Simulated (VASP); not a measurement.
A run of VASP 6.6.1 is set up as follows.

File INCAR:

```
SYSTEM = Cs7Pb8Cl23
PREC = Accurate
ENCUT = 520
EDIFF = 1E-7
ISMEAR = -1
SIGMA = 0.05
LREAL = Auto
LASPH = .TRUE.
NELM = 60
ALGO = Normal
ISIF = 2
LWAVE = .FALSE.
LCHARG = .FALSE.
GGA = PS
ISYM = 0
NBANDS = 193
```

KPOINTS

```
Automatic mesh
0
Gamma
  1 1 1
  0.25 0.25 0.25
```

POSCAR

```
Cs7Pb8Cl23
1.0
   11.2343380000      0.0000000000      0.0000000000
    0.0000000000     11.2343380000      0.0000000000
    0.0000000000      0.0000000000     11.2343380000
Cs Pb Cl
7 8 23
Direct
    0.9725030000      0.9979740000      0.9981120000
    0.9920790000      0.9696020000      0.5000260000
    0.9908210000      0.5095260000      0.9996470000
    0.9743370000      0.5248520000      0.4992790000
    0.5337420000      0.9928530000      0.9998600000
    0.4797860000      0.9398960000      0.5006660000
    0.5224210000      0.4783550000      0.0005010000
    0.2514920000      0.2576170000      0.2660050000
    0.2502830000      0.2575050000      0.7334740000
    0.2476600000      0.7506750000      0.2450090000
    0.2469810000      0.7497890000      0.7557300000
    0.7586550000      0.2461790000      0.2502000000
    0.7568800000      0.2459380000      0.7479120000
    0.7461470000      0.7453780000      0.2485860000
    0.7452180000      0.7445690000      0.7502320000
    0.2138740000      0.3136800000      0.4996060000
    0.2274200000      0.8145310000      0.0003710000
    0.2395490000      0.7304800000      0.5005420000
    0.7445660000      0.2294520000      0.9991350000
    0.8170150000      0.2494850000      0.4991000000
    0.7626250000      0.7612630000      0.9993640000
    0.7482670000      0.7549540000      0.4994740000
    0.0093370000      0.2508890000      0.1970310000
    0.0076910000      0.2516320000      0.8003750000
    0.9972460000      0.7371860000      0.2592010000
    0.9965390000      0.7357770000      0.7413940000
    0.4982490000      0.2323040000      0.2187980000
    0.4970170000      0.2313320000      0.7804160000
    0.4970600000      0.7784660000      0.2289320000
    0.4962570000      0.7781930000      0.7711920000
    0.2397200000      0.0047180000      0.2984890000
    0.2375960000      0.0043940000      0.7051730000
    0.2553850000      0.4977780000      0.1868150000
    0.2553360000      0.4970070000      0.8147260000
    0.7712460000      0.9951060000      0.2506670000
    0.7701350000      0.9947950000      0.7485650000
    0.7597450000      0.4949420000      0.2224730000
    0.7579720000      0.4944650000      0.7776420000
```

Potentials or basis: VASP PAW PBE potentials, release 64 (Cs_sv, Pb_d, Cl).

Command:

```sh
$ cat potpaw_PBE.64/Cs_sv/POTCAR potpaw_PBE.64/Pb_d/POTCAR potpaw_PBE.64/Cl/POTCAR > POTCAR
$ mpirun -np 1 vasp_std > vasp.out
```

Predict the band gap on the k mesh.

2.84 eV.

Predict the pressure.

-0.5 GPa.

Predict the largest force.

0.014 eV/Å.

Stress tensor (GPa, compression positive):
```
-0.42  0.00  0.00
 0.00 -0.53  0.00
 0.00  0.00 -0.40
```

Caveat: the PAW data sets were made with another functional, which shifts forces and pressure a little; spin-orbit coupling is left out, which moves the levels of the heavy elements.
